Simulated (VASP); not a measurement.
KTaO3, 5 atoms in the cell. Symmetry: Pm-3m, No. 221, cubic system. Conventional cell: a = 3.988 Å, b = 3.988 Å, c = 3.988 Å, α = 90.00°, β = 90.00°, γ = 90.00°. Ta (site symmetry m-3m) has 6 O at 1.99 Å within 2.6 Å. K (site symmetry m-3m) has 12 O at 2.82 Å and 8 Ta at 3.45 Å within 3.7 Å. O (site symmetry 4/mmm) has 2 Ta at 1.99 Å within 2.6 Å. 

| Property | Result |
| --- | --- |
| Program | VASP 6.6.1 |
| Task | relaxation of cell and atoms |
| Functional | PBEsol |
| Potentials or basis | VASP PAW PBE potentials, release 64 (Ta_pv, K_sv, O) |
| Cutoff | 600 eV |
| k mesh | 7 × 7 × 7 |
| Occupations | fermi-dirac, width 0.05 eV |
| Spin | no spin polarisation |
| Target pressure | 2 GPa |
| Dipole correction | no |
| Further INCAR settings | ALGO = Normal; EDIFF = 1e-07; IBRION = 2; EDIFFG = -0.01; NSW = 60; ISIF = 3 |

Potentials or basis: VASP PAW PBE potentials, release 64 (Ta_pv, K_sv, O).

Run with:

```console
$ cat potpaw_PBE.64/Ta_pv/POTCAR potpaw_PBE.64/K_sv/POTCAR potpaw_PBE.64/O/POTCAR > POTCAR
$ mpirun -np 1 vasp_std > vasp.out
```

Hardware: 1 thread of Intel Xeon 8259CL (shared host).

Q: Estimate the wall time of this run.

A: It took 120 s on 1 thread of Intel Xeon 8259CL, with other jobs on the host, peak memory 0.21 GiB. Counts: scf iterations 32, k points 20, ion steps 3.
